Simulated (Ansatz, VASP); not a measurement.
## Cu: VASP beside Ansatz

Contents of INCAR:

```
SYSTEM = Cu
PREC = Accurate ; ENCUT = 600
EDIFF = 1E-6 ; ISMEAR = -1
SIGMA = 0.05 ; LREAL = .False.
LASPH = .True. ; NELM = 80
ALGO = Normal ; ISIF = 3
LWAVE = .False. ; LCHARG = .False.
GGA = PE ; IVDW = 13
IBRION = 2 ; NSW = 80
EDIFFG = -0.02
```

File KPOINTS:

```
regular mesh
0
Gamma
  11 11 11
  0 0 0
```

POSCAR

```
Cu
1.0
    1.2184636900     -3.9763780104      0.0000000000
    1.2184636900      3.9763780104      0.0000000000
    0.0000000000      0.0000000000      2.4754955235
Cu
2
Direct
    0.8661333500      0.1338666500      0.7500000000
    0.1338666500      0.8661333500      0.2500000000
```

input.yaml

```yaml
crystal:
  lattice:
    - [1.21846369, -3.9763780104, 0.0]
    - [1.21846369, 3.9763780104, 0.0]
    - [0.0, 0.0, 2.4754955235]
  atoms:
    - { symbol: Cu, position: [0.86613335, 0.13386665, 0.75] }
    - { symbol: Cu, position: [0.13386665, 0.86613335, 0.25] }
kpoints:
  mp_grid: { grid: [11, 11, 11] }
scf:
  occupations: { method: fermi_dirac, width: 0.05 }
hamiltonian:
  xc: pbe
  dispersion: d4
  pseudopotentials: { kind: all_electron, lapw: { basis_error: 0.001 } }
output:
  forces: true
  stress: true
relax:
  f_tol: 0.02
  max_steps: 60
  cell: {}
```

Alike in both runs: task relaxation of cell and atoms; functional PBE; dispersion D4; k mesh 11 × 11 × 11; occupations fermi-dirac, width 0.05 eV; no spin polarisation.

|  | VASP | Ansatz |
| --- | --- | --- |
| version | VASP 6.6.1 | Ansatz 0.2.0 |
| potentials or method | VASP PAW PBE potentials, release 64 (Cu), cutoff 600 eV | all-electron LAPW, scalar-relativistic |

VASP gave:

- relaxed volume (Å³/atom): 12.02
- relaxed length of the cell vector where the two differ most in proportion (Å): 4.150

Question: Estimate Ansatz's values.

Answer: Relaxed volume (Å³/atom): 11.98; relaxed length of the cell vector where the two differ most in proportion (Å): 4.144.

Ansatz ran all-electron here, and VASP with PAW potentials.
